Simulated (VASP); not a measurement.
Set up this calculation in VASP 6.6.1, as the native input.

```yaml
Task: relaxation of shape and atoms at fixed volume
Functional: PBE
Potentials_or_basis: VASP PAW PBE potentials, release 64 (Ti_sv, O)
Cutoff: 600 eV
k_mesh: 6 × 6 × 10
Occupations: gaussian, width 0.02 eV
Spin: no spin polarisation
Dipole_correction: no
Further_INCAR_settings: ALGO = Normal; EDIFF = 1e-07; IBRION = 2; EDIFFG = -0.01; NSW = 50; ISIF = 4
```

The structure of TiO2 lies in POSCAR:

```
TiO2
1.0
    4.5963700350      0.0000000000      0.0000000000
    0.0000000000      4.5963700350      0.0000000000
    0.0000000000      0.0000000000      2.9339417759
Ti O
2 4
Direct
    0.0000000000      0.0000000000      0.0000000000
    0.5000000000      0.5000000000      0.5000000000
    0.3051282523      0.3051282523      0.0000000000
    0.1948717477      0.8051282523      0.5000000000
    0.6948717477      0.6948717477      0.0000000000
    0.8051282523      0.1948717477      0.5000000000
```

The input as run:

INCAR

```
SYSTEM = TiO2
  ALGO = Normal
  EDIFF = 1E-7
  EDIFFG = -0.01
  ENCUT = 600
  GGA = PE
  IBRION = 2
  ISIF = 4
  ISMEAR = 0
  LASPH = .TRUE.
  LCHARG = .FALSE.
  LREAL = .FALSE.
  LWAVE = .FALSE.
  NELM = 80
  NSW = 50
  PREC = Accurate
  SIGMA = 0.02
```

KPOINTS

```
k-points
0
G
  6 6 10
  0 0 0
```

Potentials or basis: VASP PAW PBE potentials, release 64 (Ti_sv, O).

The run is started by

```console
$ cat potpaw_PBE.64/Ti_sv/POTCAR potpaw_PBE.64/O/POTCAR > POTCAR
$ mpirun -np 1 vasp_std > vasp.out
```

It gave:

```json
{
 "Energy gained by relaxing": "0.9 meV/atom",
 "Ionic steps": "3",
 "Pressure after relaxing": "7.1 GPa",
 "Largest force after relaxing": "0.010 eV/Å",
 "Band gap on the k mesh": "1.84 eV"
}
```

Run time: 6.8 min on 1 thread of Intel Xeon 8259CL, on a shared host, peak memory 0.26 GiB.
